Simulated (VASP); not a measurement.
Set up this calculation in VASP 6.6.1, as the native input.

| Item | Value |
| --- | --- |
| Task | single point |
| Functional | PBE |
| Potentials or basis | VASP PAW PBE potentials, release 64 (Sc_sv) |
| Cutoff | 520 eV |
| k mesh | 16 × 16 × 16 |
| Occupations | fermi-dirac, width 0.05 eV |
| Spin | no spin polarisation |
| Dipole correction | no |
| Further INCAR settings | ALGO = Normal; EDIFF = 1e-06; NBANDS = 12 |

The structure of Sc lies in POSCAR:

```
Sc
1.0
   -1.5514015156      1.5514015156      1.5514015156
    1.5514015156     -1.5514015156      1.5514015156
    1.5514015156      1.5514015156     -1.5514015156
Sc
1
Direct
    0.0000000000      0.0000000000      0.0000000000
```

This cell differs from its parent crystal: volume scaled by 0.6.

These files were run (other wordings do the same):

INCAR

```
PREC = Accurate ; ENCUT = 520
EDIFF = 1E-6 ; ISMEAR = -1
SIGMA = 0.05 ; LREAL = F
LASPH = T ; NELM = 80
ALGO = Normal ; ISIF = 2
LWAVE = F ; LCHARG = F
GGA = PE ; NBANDS = 12
```

KPOINTS

```
Automatic mesh
0
Gamma
  16 16 16
```

Potentials or basis: VASP PAW PBE potentials, release 64 (Sc_sv).

Command:

```sh
$ cat potpaw_PBE.64/Sc_sv/POTCAR > POTCAR
$ mpirun -np 1 vasp_std > vasp.out
```

Results of the run:

| Item | Value |
| --- | --- |
| Pressure | 57.0 GPa |

Run time: 12 s on 1 thread of Intel(R) Xeon(R) Platinum 8488C (Sapphire Rapids), on a shared host, peak memory 0.14 GiB.
